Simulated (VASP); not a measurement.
The system is V.

```
CELL_PARAMETERS angstrom
2.58682 0.00000 0.00000
-1.29341 2.24025 0.00000
0.00000 0.00000 4.69163
ATOMIC_POSITIONS crystal
V 0.33333 0.66667 0.25000
V 0.66667 0.33333 0.75000
```

This cell differs from its parent crystal: volume scaled by 0.98.

Base run:

| Item | Value |
| --- | --- |
| Program | VASP 6.6.1 |
| Functional | PBE |
| Potentials or basis | VASP PAW PBE potentials, release 64 (V_sv) |
| Cutoff | 520 eV |
| k mesh | 12 × 12 × 6 |
| Occupations | fermi-dirac, width 0.05 eV |
| Spin | collinear spin, ferromagnetic start |
| Starting moments | [2.0, 2.0] μB |

Its results: band gap on the k mesh zero (filled and empty bands overlap); pressure 3.2 GPa; net moment 0.00 μB per cell.

Q: The run is repeated on the same cell with these changes: functional from PBE to PBEsol. What comes out?

A: Band gap on the k mesh zero (filled and empty bands overlap); pressure -3.7 GPa; net moment 0.00 μB per cell.

PBEsol binds more tightly than PBE, so the same cell stands under less pressure.

Caveats: the PAW data sets were made with another functional, which shifts forces and pressure a little (some runs).
